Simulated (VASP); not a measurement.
Here is a VASP 6.6.1 calculation.

File INCAR:

```
SYSTEM = WS2
ALGO = Normal
EDIFF = 1E-7
ENCUT = 520
GGA = PS
ISIF = 2
ISMEAR = 0
IVDW = 12
LASPH = .TRUE.
LCHARG = .FALSE.
LREAL = .FALSE.
LWAVE = .FALSE.
NBANDS = 35
NELM = 60
PREC = Accurate
SIGMA = 0.05
```

KPOINTS

```
k-points
0
G
  12 12 4
  0 0 0
```

Contents of POSCAR:

```
WS2
1.0
    3.0644810720      0.0000000000      0.0000000000
   -1.5322405360      2.6539184577      0.0000000000
    0.0000000000      0.0000000000     12.1614554411
W S
2 4
Direct
    0.3333333333      0.6666666667      0.2500000000
    0.6666666667      0.3333333333      0.7500000000
    0.3333333333      0.6666666667      0.6164531912
    0.6666666667      0.3333333333      0.1164531912
    0.3333333333      0.6666666667      0.8835468088
    0.6666666667      0.3333333333      0.3835468088
```

Potentials or basis: VASP PAW PBE potentials, release 64 (W_sv, S).

The run is started by

```bash
$ cat potpaw_PBE.64/W_sv/POTCAR potpaw_PBE.64/S/POTCAR > POTCAR
$ mpirun -np 1 vasp_std > vasp.out
```

(1) Estimate the pressure.

(2) Predict the largest force.

(3) Predict the band gap on the k mesh.

Answers

(1) -0.5 GPa.

(2) 0.571 eV/Å.

(3) 0.85 eV, indirect (least direct gap 1.97 eV).

Caveat: the PAW data sets were made with another functional, which shifts forces and pressure a little; spin-orbit coupling is left out, which moves the levels of the heavy elements.
